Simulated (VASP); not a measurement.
Set up this calculation in VASP 6.6.1, as the native input.

```
Task                   : single point
Functional             : PBE
Potentials or basis    : VASP PAW PBE potentials, release 64 (Ti_sv, N, O)
Cutoff                 : 520 eV
k mesh                 : 12 × 12 × 6
Occupations            : gaussian, width 0.1 eV
Spin                   : no spin polarisation
Dipole correction      : no
Further INCAR settings : ALGO = Normal; EDIFF = 1e-06; NBANDS = 44
```

The structure of Ti4N3O lies in POSCAR:

```
Ti4N3O
1.0
    2.9813025233      0.0000000000      0.0000000000
    0.0000000000      2.9813025233      0.0000000000
    0.0000000000      0.0000000000      8.4306180162
Ti N O
4 3 1
Direct
    0.0000000000      0.0000000000      0.0000000000
    0.5000000000      0.5000000000      0.2587444028
    0.0000000000      0.0000000000      0.5000000000
    0.5000000000      0.5000000000      0.7412555972
    0.0000000000      0.0000000000      0.2484489196
    0.5000000000      0.5000000000      0.5000000000
    0.0000000000      0.0000000000      0.7515510804
    0.5000000000      0.5000000000      0.0000000000
```

One way to write it, as run:

INCAR

```
PREC = Accurate
ENCUT = 520
EDIFF = 1E-6
ISMEAR = 0
SIGMA = 0.1
LREAL = False
LASPH = True
NELM = 60
ALGO = Normal
ISIF = 2
LWAVE = False
LCHARG = False
GGA = PE
NBANDS = 44
```

KPOINTS

```
Automatic mesh
0
Gamma
  12 12 6
```

Potentials or basis: VASP PAW PBE potentials, release 64 (Ti_sv, N, O).

Command:

```sh
$ cat potpaw_PBE.64/Ti_sv/POTCAR potpaw_PBE.64/N/POTCAR potpaw_PBE.64/O/POTCAR > POTCAR
$ mpirun -np 1 vasp_std > vasp.out
```

It gave:

```yaml
Pressure: 8.9 GPa
Band_gap_on_the_k_mesh: zero (an odd number of electrons rules out a gap without spin polarisation)
```

Caveat: the cell stands under pressure; an odd number of electrons without spin polarisation forces a metal; a magnetic or distorted state may lie lower.

Run time: 6.6 min on 1 thread of Intel(R) Xeon(R) Platinum 8488C (Sapphire Rapids), on a shared host, peak memory 0.39 GiB.
